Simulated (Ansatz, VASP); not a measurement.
## Two plane-wave programs on Ru14W

```
CELL_PARAMETERS angstrom
4.07963 2.35537 0.00000
-4.07963 2.35537 0.00000
0.00000 0.00000 20.59401
ATOMIC_POSITIONS crystal
Ru 0.33333 0.33314 0.29364
Ru 0.66648 0.00000 0.29364
Ru 0.00019 0.66686 0.29364
Ru 0.33333 0.00000 0.39491
Ru 0.66667 0.66667 0.39301
Ru 0.00000 0.33333 0.39301
Ru 0.33333 0.33545 0.49898
Ru 0.66878 0.00000 0.49898
Ru 0.99789 0.66455 0.49898
Ru 0.66667 0.66667 0.60624
Ru 0.00000 0.33333 0.60624
Ru 0.33333 0.33533 0.70709
Ru 0.66866 0.00000 0.70709
Ru 0.99800 0.66467 0.70709
W 0.33333 0.00000 0.60747
```

Alike in both runs: functional PBE; k mesh 6 × 6 × 1; occupations methfessel-paxton of order 1, width 0.1 eV; no spin polarisation.

Ansatz relaxed the structure, and its values are those at the end. VASP's run is a single point on that final structure, the one shown.

|  | VASP | Ansatz |
| --- | --- | --- |
| version | VASP 6.6.1 | Ansatz 0.2.0 |
| potentials or method | VASP PAW PBE potentials, release 64 (Ru_pv, W_sv), cutoff 520 eV | scalar-relativistic, plane waves, PAW |
| valence electrons in the cell | 210 | 238 |

|  | VASP | Ansatz | Ansatz less VASP |
| --- | --- | --- | --- |
| gap on the k mesh at the Fermi level (eV) | none | none | - |
| rms of the force components (eV/Å) | 0.017 | 0.015 | -0.0017 |

A gap of «none» marks a metal or a gap that the smearing closes. VASP's potentials hold 210 valence electrons a cell and Ansatz's 238, so a difference there can come from the potentials and not from the codes. Ansatz's warnings: structure snapped to symmetry, vacuum density over bound.

Neither program's run includes spin-orbit coupling.
